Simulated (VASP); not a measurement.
# ScRu3 (I4/mmm) in VASP: relaxation of cell and atoms with PBE

Aim: the relaxation of cell and atoms of ScRu3 with PBE.

All numbers are computed with VASP 6.6.1; they aren't measurements. Logs are shortened: lines on timing, memory, paths and dates and some standing lists are left out, and cuts for length are marked.

## (1) The cell of the first run

It takes space group I4/mmm (No. 139, tetragonal). Conventional cell: a = 3.899 Å, b = 3.899 Å, c = 8.045 Å, α = 90.00°, β = 90.00°, γ = 90.00°. Within 3.6 Å of Ru (site symmetry 4/mmm) lie 4 Sc at 2.76 Å and 8 Ru at 2.80 Å. Within 3.6 Å of Ru (site symmetry -4m2) lie 8 Ru at 2.76 to 2.80 Å and 4 Sc at 2.80 Å. Sc (site symmetry 4/mmm) has 12 Ru at 2.76 to 2.80 Å within 3.6 Å.

## (2) Relaxation of cell and atoms, PBE

File INCAR:

```
SYSTEM = ScRu3
ALGO = Normal
EDIFF = 1E-6
EDIFFG = -0.01
ENCUT = 600
GGA = PE
IBRION = 2
ISIF = 3
ISMEAR = -1
LASPH = .True.
LCHARG = .False.
LREAL = .False.
LWAVE = .False.
NELM = 80
NSW = 60
PREC = Accurate
SIGMA = 0.05
```

File KPOINTS:

```
k-points
0
Gamma
  7 7 7
  0 0 0
```

File POSCAR:

```
ScRu3
1.0
   -1.9492590000      1.9492590000      4.0222910000
    1.9492590000     -1.9492590000      4.0222910000
    1.9492590000      1.9492590000     -4.0222910000
Ru Sc
3 1
Direct
    0.5000000000      0.5000000000      0.0000000000
    0.2500000000      0.7500000000      0.5000000000
    0.7500000000      0.2500000000      0.5000000000
    0.0000000000      0.0000000000      0.0000000000
```

Potentials or basis: VASP PAW PBE potentials, release 64 (Ru_pv, Sc_sv).

Command:

```sh
> cat potpaw_PBE.64/Ru_pv/POTCAR potpaw_PBE.64/Sc_sv/POTCAR > POTCAR
> mpirun -np 1 vasp_std > vasp.out
```

OUTCAR:

```text
SYSTEM = ScRu3
   EDIFF = 1E-6
   EDIFFG = -0.01
   ENCUT = 600
   GGA = PE
   IBRION = 2
   ISIF = 3
   ISMEAR = -1
   LASPH = .True.
   LREAL = .False.
   NELM = 80
   NSW = 60
   PREC = Accurate

 ion  position               nearest neighbor table
   1  0.500  0.500  0.000-   4 2.76   4 2.76   4 2.76   4 2.76   3 2.80   2 2.80   3 2.80   3 2.80
                             2 2.80   2 2.80   3 2.80   2 2.80
   2  0.250  0.750  0.500-   3 2.76   3 2.76   3 2.76   3 2.76   4 2.80   1 2.80   4 2.80   1 2.80
                             4 2.80   4 2.80   1 2.80   1 2.80
   3  0.750  0.250  0.500-   2 2.76   2 2.76   2 2.76   2 2.76   4 2.80   1 2.80   4 2.80   4 2.80
                             1 2.80   1 2.80   4 2.80   1 2.80
   4  0.000  0.000  0.000-   1 2.76   1 2.76   1 2.76   1 2.76   3 2.80   2 2.80   3 2.80   2 2.80
                             3 2.80   3 2.80   2 2.80   2 2.80

  LATTYP: Found a body centered tetragonal cell.
 ALAT       =     3.8985180000
 C/A-ratio  =     2.0634974624

  Lattice vectors:

 A1 = (  -1.9492590000,   1.9492590000,   4.0222910000)
 A2 = (   1.9492590000,  -1.9492590000,   4.0222910000)
 A3 = (   1.9492590000,   1.9492590000,  -4.0222910000)

Analysis of symmetry for initial positions (statically):
=====================================================================
 Subroutine PRICEL returns:
 Original cell was already a primitive cell.

 Routine SETGRP: Setting up the symmetry group for a
 body centered tetragonal supercell.

 Subroutine GETGRP returns: Found 16 space group operations
 (whereof 16 operations were pure point group operations)
 out of a pool of 16 trial point group operations.

The static configuration has the point symmetry D_4h.

Analysis of symmetry for dynamics (positions and initial velocities):
=====================================================================
 Subroutine PRICEL returns:
 Original cell was already a primitive cell.

 Routine SETGRP: Setting up the symmetry group for a
 body centered tetragonal supercell.

 Subroutine GETGRP returns: Found 16 space group operations
 (whereof 16 operations were pure point group operations)
 out of a pool of 16 trial point group operations.

The dynamic configuration has the point symmetry D_4h.

 Subroutine INISYM returns: Found 16 space group operations
 (whereof 16 operations are pure point group operations),
 and found     1 'primitive' translations

----------------------------------------------------------------------------------------

                                     Primitive cell

  volume of cell :      61.1326

  direct lattice vectors                    reciprocal lattice vectors
    -1.949259000  1.949259000  4.022291000     0.000000000  0.256507729  0.124307267
     1.949259000 -1.949259000  4.022291000     0.256507729  0.000000000  0.124307267
     1.949259000  1.949259000 -4.022291000     0.256507729  0.256507729  0.000000000

  length of vectors
     4.876273801  4.876273801  4.876273801     0.285041246  0.285041246  0.362756710

  position of ions in fractional coordinates (direct lattice)
     0.500000000  0.500000000  0.000000000
     0.250000000  0.750000000  0.500000000
     0.750000000  0.250000000  0.500000000
     0.000000000  0.000000000  0.000000000

  ion indices of the primitive-cell ions
   primitive index   ion index
                 1           1
                 2           2
                 3           3
                 4           4

----------------------------------------------------------------------------------------

 KPOINTS: k-points

Automatic generation of k-mesh.
 Grid dimensions read from file:
 generate k-points for:    7    7    7

 Generating k-lattice:

  Cartesian coordinates                     Fractional coordinates (reciprocal lattice)
     0.000000000  0.036643961  0.017758181     0.142857143  0.000000000  0.000000000
     0.036643961  0.000000000  0.017758181     0.000000000  0.142857143  0.000000000
     0.036643961  0.036643961  0.000000000     0.000000000  0.000000000  0.142857143

  Length of vectors
     0.040720178  0.040720178  0.051822387

  Shift w.r.t. Gamma in fractional coordinates (k-lattice)
     0.000000000  0.000000000  0.000000000

 Subroutine IBZKPT returns following result:
 ===========================================

 Found     40 irreducible k-points:

 Following reciprocal coordinates:
            Coordinates               Weight
  0.000000  0.000000  0.000000      1.000000
  0.142857 -0.000000  0.000000      8.000000
  0.285714 -0.000000  0.000000      8.000000
  0.428571 -0.000000  0.000000      8.000000
  0.142857  0.142857  0.000000      8.000000
  0.285714  0.142857  0.000000     16.000000
[... 16 lines left out ...]
 -0.142857  0.285714  0.142857      8.000000
 -0.428571  0.428571  0.142857      8.000000
 [... further k-points ...]
   k-points           NKPTS =     40   k-points in BZ     NKDIM =     40   number of bands    NBANDS=     31
   number of dos      NEDOS =    301   number of ions     NIONS =      4
   total plane-waves  NPLWV =  64000
   dimension x,y,z NGX =    40 NGY =   40 NGZ =   40
   dimension x,y,z NGXF=    80 NGYF=   80 NGZF=   80
   ions per type =               3   1
   NGX,Y,Z   is equivalent  to a cutoff of  13.64, 13.64, 13.64 a.u.
   NGXF,Y,Z  is equivalent  to a cutoff of  27.27, 27.27, 27.27 a.u.
 SYSTEM =  ScRu3
   PREC   = accura    normal or accurate (medium, high low for compatibility)
   ISTART =      0    job   : 0-new  1-cont  2-samecut
   ICHARG =      2    charge: 1-file 2-atom 10-const
   ISPIN  =      1    spin polarized calculation?
   LNONCOLLINEAR =      F non collinear calculations
   LSORBIT =      F    spin-orbit coupling
   LASPH  =      T    aspherical Exc in radial PAW
   ENCUT  =  600.0 eV  44.10 Ry    6.64 a.u.   9.74  9.74  9.74*2*pi/ulx,y,z
   NELM   =     80;   NELMIN=  2; NELMDL= -5     # of ELM steps
   EDIFF  = 0.1E-05   stopping-criterion for ELM
   LREAL  =      F    real-space projection
   EDIFFG = -.1E-01   stopping-criterion for IOM
   NSW    =     60    number of steps for IOM
   IBRION =      2    ionic relax: 0-MD 1-quasi-New 2-CG
   NFREE  =      1    steps in history (QN), initial steepest desc. (CG)
   ISIF   =      3    stress and relaxation
   ISYM   =      2    0-nonsym 1-usesym 2-fastsym
   POTIM  = 0.5000    time-step for ionic-motion
   TEBEG  =    0.0;   TEEND  =   0.0 temperature during run
   PSTRESS=    0.0 pullay stress
   NELECT =      53.0000    total number of electrons
   NUPDOWN=      -1.0000    fix difference up-down
   EMIN   =  10.00;   EMAX   =-10.00  energy-range for DOS
   EFERMI =   0.00;   METHOD = LEGACY
   ISMEAR =    -1;   SIGMA  =   0.05  broadening in eV -4-tet -1-fermi 0-gaus
   EFERMI_NEDOS =   21; number of points for ismear=-14 and -15
   IALGO  =     38    algorithm
   IMIX   =      4    mixing-type and parameters
     AMIX     =   0.40;   BMIX     =  1.00
     AMIX_MAG =   1.60;   BMIX_MAG =  1.00
  volume/ion in A,a.u.               =      15.28       103.14
  Fermi-wavevector in a.u.,A,eV,Ry     =   1.561023  2.949905 33.154573  2.436792
  Thomas-Fermi vector in A             =   2.664149
   LORBIT       =      0    0 simple, 1 ext, 2 COOP (PROOUT), +10 PAW based schemes
   GGA     = PE    functional components
   LHFCALC =     F    Hartree Fock is set to
   AEXX    =    0.0000 exact exchange contribution
   IVDW    =     0    specifies the selected vdW correction
   LEPSILON=     F    determine dielectric tensor
   LRPA    =     F    only Hartree local field effects (RPA)
 conjugate gradient relaxation of ions
 non-spin polarized calculation
  energy-cutoff  :      600.00
  volume of cell :       61.13
 maximum number of plane-waves:      2057
   NGX = 19   NGY = 19   NGZ = 19

--------------------------------------- Ionic step        1  -------------------------------------------

 number of electron      53.0000000 magnetization

 Free energy of the ion-electron system (eV)
  ---------------------------------------------------
  ext. energy  EPLUGINS =         0.00000000
  ---------------------------------------------------
  free energy    TOTEN  =       -34.04461736 eV

  energy without entropy =      -33.99868762  energy(sigma->0) =      -34.02165249

------------------------ aborting loop because EDIFF is reached ----------------------------------------

  FORCE on cell =-STRESS in cart. coord.  units (eV):
  Direction    XX          YY          ZZ          XY          YZ          ZX
  --------------------------------------------------------------------------------------
  -------------------------------------------------------------------------------------
  Total       -0.6632401     -0.6632401     -0.4383533      0.0000000     -0.0000000      0.0000000
  in kB      -17.3823627    -17.3823627    -11.4884721      0.0000000     -0.0000000      0.0000000
  external PRESSURE =     -15.4177325 kB  Pullay stress =       0.0000000 kB
[... 137 lines left out ...]
  energy  without entropy=      -34.0020843937  energy(sigma->0) =      -34.02464283

--------------------------------------- Ionic step        5  -------------------------------------------

 number of electron      53.0000002 magnetization

 Free energy of the ion-electron system (eV)
  ---------------------------------------------------
  ext. energy  EPLUGINS =         0.00000000
  ---------------------------------------------------
  free energy    TOTEN  =       -34.04740133 eV

  energy without entropy =      -34.00293419  energy(sigma->0) =      -34.02516776

 E-fermi :   9.7286     XC(G=0): -13.0572

 val. band max:        9.7170685175   @ k =   0.1429   0.1429   0.0000
 cond. band min:       9.7408391535   @ k =  -0.4286   0.2857  -0.0000
 fundamental gap:      0.0237706360
 Fermi energy:         9.7286208531

 k-point     1 :       0.0000    0.0000    0.0000
  band No.  band energies     occupation
      1     -38.6250      2.00000
      2     -32.8181      2.00000
      3     -32.7928      2.00000
      4     -32.7928      2.00000
      5     -32.5300      2.00000
      6     -32.5300      2.00000
[... 805 lines left out ...]
     30      11.1756      0.00000
     31      11.2039      0.00000

 [... further k-points ...]
[... 5 lines left out ...]
  --------------------------------------------------------------------------------------
  -------------------------------------------------------------------------------------
  Total        0.0049004      0.0049004     -0.0178135      0.0000000     -0.0000000     -0.0000000
  in kB        0.1293938      0.1293938     -0.4703637      0.0000000     -0.0000000     -0.0000000
  external PRESSURE =      -0.0705253 kB  Pullay stress =       0.0000000 kB
[... 19 lines left out ...]
  FREE ENERGIE OF THE ION-ELECTRON SYSTEM (eV)
  ---------------------------------------------------
  free  energy   TOTEN  =       -34.0474013300 eV

  energy  without entropy=      -34.0029341878  energy(sigma->0) =      -34.02516776

 reached required accuracy - stopping structural energy minimisation
```

It took 12 min on 1 thread of Intel Xeon Platinum 8259CL at 2.50GHz (Skylake/Cascade Lake), shared host; peak memory 0.28 GiB.

Results:

```yaml
Free_energy: -34.0474 eV
Relaxed_volume: 15.17 Å³/atom
Relaxed_cell: a = 4.878 Å, b = 4.878 Å, c = 4.878 Å, α = 133.15°, β = 133.15°, γ = 68.43°
Space_group_after_relaxing_to_0.05_Å: I4/mmm (No. 139)
Energy_gained_by_relaxing: 0.7 meV/atom
Ionic_steps: 5
Pressure_after_relaxing: 0.0 GPa
```

The path:
| step | energy change (eV) | largest force (eV/Å) | pressure (GPa) | volume (Å³) |
| --- | --- | --- | --- | --- |
| 1 | 0.0000 | 0.0000 | -1.54 | 61.13 |
| 2 | 0.0049 | 0.0000 | 2.92 | 59.84 |
| 3 | -0.0024 | 0.0000 | 0.04 | 60.66 |
| 4 | -0.0026 | 0.0000 | 0.04 | 60.66 |
| 5 | -0.0028 | 0.0000 | -0.01 | 60.68 |

Final structure:
```
Ru Sc
1.0
    -1.93928    1.93928    4.03355
     1.93928   -1.93928    4.03355
     1.93928    1.93928   -4.03355
Ru Sc
3 1
Direct
  0.50000 0.50000 0.00000
  0.25000 0.75000 0.50000
  0.75000 0.25000 0.50000
  0.00000 0.00000 0.00000
```
